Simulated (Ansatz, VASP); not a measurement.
# Si2Mo: VASP beside Ansatz

```xyz
3
Lattice="-1.6000 1.6000 3.9305 1.6000 -1.6000 3.9305 1.6000 1.6000 -3.9305" Properties=species:S:1:pos:R:3 pbc="T T T"
Mo    0.0000    0.0000    0.0000
Si    0.0000    0.0000    5.2433
Si    0.0000    0.0000    2.6177
```

Alike in both runs: functional pbesol exchange, pbe correlation; k mesh 9 × 9 × 9; occupations fermi-dirac, width 0.15 eV; non-collinear spin, spin-orbit coupling.

|  | VASP | Ansatz |
| --- | --- | --- |
| version | VASP 6.6.1 | Ansatz 0.2.0 |
| potentials or method | VASP PAW PBE potentials, release 64 (Mo_sv, Si), cutoff 500 eV | all-electron LAPW, relativistic spinors |
| task | single point | band structure |

|  | VASP | Ansatz | Ansatz less VASP |
| --- | --- | --- | --- |
| pressure (GPa) | -4.1 | -4.3 | -0.21 |
| traceless stress, the component that is largest in VASP (GPa) | -0.33 | -0.32 | +0.011 |
| rms of the force components (eV/Å) | 0.136 | 0.139 | +0.0021 |
| net moment per atom (μB) | 0.00 | 0.00 | 0.000 |

VASP's potentials were made for PBE, not for pbesol exchange, pbe correlation. Atom by atom the forces differ by 0.002 eV/Å (rms over components). Ansatz ran all-electron here, and VASP with PAW potentials.

Noted on Ansatz's run: the k mesh is thin for a metal, which can move the energy by tens of meV per atom.
